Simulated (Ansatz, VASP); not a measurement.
MgO: VASP beside Ansatz

```
Mg O
1.0
     0.00000    2.12415    2.12415
     2.12415    0.00000    2.12415
     2.12415    2.12415    0.00000
Mg O
1 1
Direct
  0.00000 0.00000 0.00000
  0.50000 0.50000 0.50000
```

Alike in both runs: task single point; functional LDA; k mesh 8 × 8 × 8; occupations gaussian, width 0.05 eV; no spin polarisation.

|  | VASP | Ansatz |
| --- | --- | --- |
| version | VASP 6.6.1 | Ansatz 0.2.0 |
| potentials or method | VASP PAW LDA potentials, release 64 (Mg, O), cutoff 600 eV | PAW, plane waves, scalar-relativistic |
| valence electrons in the cell | 8 | 16 |

Ansatz gave:

| Item | Value |
| --- | --- |
| pressure (GPa) | -9.6 |

Problem. Which values does VASP return?

Solution. Pressure (GPa): -11.5.

LDA's correlation is that of Perdew and Zunger in VASP and of Perdew and Wang (1992) in Ansatz. VASP's potentials hold 8 valence electrons a cell and Ansatz's 16, so a difference there can come from the potentials and not from the codes.
